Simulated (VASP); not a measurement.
A run of VASP 6.6.1 is set up as follows.

INCAR

```
ALGO     = Normal         # electronic algorithm
EDIFF    = 1E-6           # SCF threshold, eV
ENCUT    = 650            # plane-wave cutoff, eV
GGA      = PE             # functional
GGA_COMPAT= False        
ISIF     = 2              # what is computed and relaxed
ISMEAR   = -1             # smearing method
ISYM     = -1           
LASPH    = True           # aspherical terms in the spheres
LCHARG   = False          # write CHGCAR
LREAL    = Auto         
LWAVE    = False          # write WAVECAR
NBANDS   = 32             # bands
NELM     = 120            # most SCF steps
PREC     = Accurate       # precision mode
SIGMA    = 0.0698         # smearing width, eV
```

File KPOINTS:

```
explicit points
1
Reciprocal
  0.25000000   0.25000000   0.25000000 1
```

POSCAR

```
Li5Mg11
1.0
    6.9874180000      0.1521120000      0.1432780000
    0.1521120000      7.2620990000     -0.0841100000
    0.1432780000     -0.0841100000      7.1109010000
Mg Li
11 5
Direct
    0.5320208447      0.8007145593      0.2017733363
    0.7549163035      0.4483142581      0.0314511219
    1.0115025645      0.6513442702      0.6610539933
    0.0422108144      0.2019481072      0.7604912478
    0.2058818344      0.8757335248      0.4356634426
    0.3170000175      0.5284573839      0.9115960723
    0.2577575837      0.1447469344      0.0950967639
    1.0249164427      0.7310625544      0.1091515257
    0.6259959589      0.7650207081      0.6126812120
    0.3687450885      0.5018167152      0.3938677736
    0.4250287230      0.1355361874      0.5579500662
    0.6944806115      0.0718028712      0.9152109622
    0.2621166788      0.8930411189      0.8211164992
    0.6657595164      0.4021250015      0.6815905666
    0.8796650797      0.1023342467      0.3317684609
    0.8334337377      0.5292789114      0.3687685893
```

Potentials or basis: VASP PAW PBE potentials, release 64 (Mg, Li_sv).

The run is started by

```sh
$ cat potpaw_PBE.64/Mg/POTCAR potpaw_PBE.64/Li_sv/POTCAR > POTCAR
$ mpirun -np 1 vasp_std > vasp.out
```

**Question.** What does it give for the largest force?

**Answer.** 1.042 eV/Å.

**Question.** Estimate the band gap on the k mesh.

**Answer.** Zero (an odd number of electrons rules out a gap without spin polarisation).

**Question.** Predict the pressure.

**Answer.** 2.1 GPa.

Stress tensor (GPa, compression positive):
```
0.69 2.44 2.39
2.44 3.33 1.06
2.39 1.06 2.28
```

Caveat: the atoms stand as in a frame of molecular dynamics.
